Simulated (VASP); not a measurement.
Write the native input for VASP 6.6.1 that does the following.

| Property | Result |
| --- | --- |
| Task | single point |
| Functional | PBE |
| Potentials or basis | VASP PAW PBE potentials, release 64 (Hg, Te) |
| Cutoff | 520 eV |
| k mesh | 5 × 5 × 5 |
| Occupations | fermi-dirac, width 0.04 eV |
| Spin | no spin polarisation |
| Dipole correction | no |
| Further INCAR settings | ALGO = Normal; EDIFF = 1e-06; NBANDS = 16 |

The structure of HgTe (Coloradoite) lies in POSCAR:

```
HgTe
1.0
    0.0000000000      3.2145000000      3.2145000000
    3.2145000000      0.0000000000      3.2145000000
    3.2145000000      3.2145000000      0.0000000000
Hg Te
1 1
Direct
    0.0000000000      0.0000000000      0.0000000000
    0.7500000000      0.7500000000      0.7500000000
```

The input as run:

INCAR

```
PREC = Accurate ; ENCUT = 520
EDIFF = 1E-6 ; ISMEAR = -1
SIGMA = 0.04 ; LREAL = False
LASPH = True ; NELM = 80
ALGO = Normal ; ISIF = 2
LWAVE = False ; LCHARG = False
GGA = PE ; NBANDS = 16
```

KPOINTS

```
Automatic mesh
0
Gamma
  5 5 5
```

Potentials or basis: VASP PAW PBE potentials, release 64 (Hg, Te).

The run is started by

```console
$ cat potpaw_PBE.64/Hg/POTCAR potpaw_PBE.64/Te/POTCAR > POTCAR
$ mpirun -np 1 vasp_std > vasp.out
```

It gave:

```
Pressure               : 4.8 GPa
Band gap on the k mesh : zero (filled and empty bands touch)
```

Caveat: spin-orbit coupling is left out, which moves the levels of the heavy elements.

It took 10 s on 1 thread of Intel(R) Xeon(R) Platinum 8375C CPU @ 2.90GHz (Ice Lake), with other jobs on the host, peak memory 0.19 GiB.
